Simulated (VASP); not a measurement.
Here is a VASP 6.6.1 calculation.

Contents of INCAR:

```
ALGO     = Normal         # electronic algorithm
EDIFF    = 1E-6           # SCF threshold, eV
ENCUT    = 500            # plane-wave cutoff, eV
GGA      = PE             # functional
GGA_COMPAT= F            
ISIF     = 2              # what is computed and relaxed
ISMEAR   = 0              # smearing method
LASPH    = T              # aspherical terms in the spheres
LCHARG   = F              # write CHGCAR
LREAL    = F              # projectors in reciprocal space
LWAVE    = F              # write WAVECAR
NBANDS   = 11             # bands
NELM     = 120            # most SCF steps
PREC     = Accurate       # precision mode
SIGMA    = 0.02           # smearing width, eV
```

KPOINTS

```
k-points
0
Gamma
  10 10 10
```

POSCAR

```
BP
1.0
    0.0000000000      2.2742133262      2.2742133262
    2.2742133262      0.0000000000      2.2742133262
    2.2742133262      2.2742133262      0.0000000000
B P
1 1
Direct
    0.0000000000      0.0000000000      0.0000000000
    0.2500000000      0.2500000000      0.2500000000
```

Potentials or basis: VASP PAW PBE potentials, release 64 (B, P).

Command:

```sh
$ cat potpaw_PBE.64/B/POTCAR potpaw_PBE.64/P/POTCAR > POTCAR
$ mpirun -np 1 vasp_std > vasp.out
```

**Question.** Predict the pressure.

**Answer.** -0.2 GPa.

**Question.** Estimate the band gap on the k mesh.

**Answer.** 1.25 eV, indirect (least direct gap 3.39 eV).

A k mesh can miss the band edges. As with any semilocal functional, this PBE gap is likely too small.
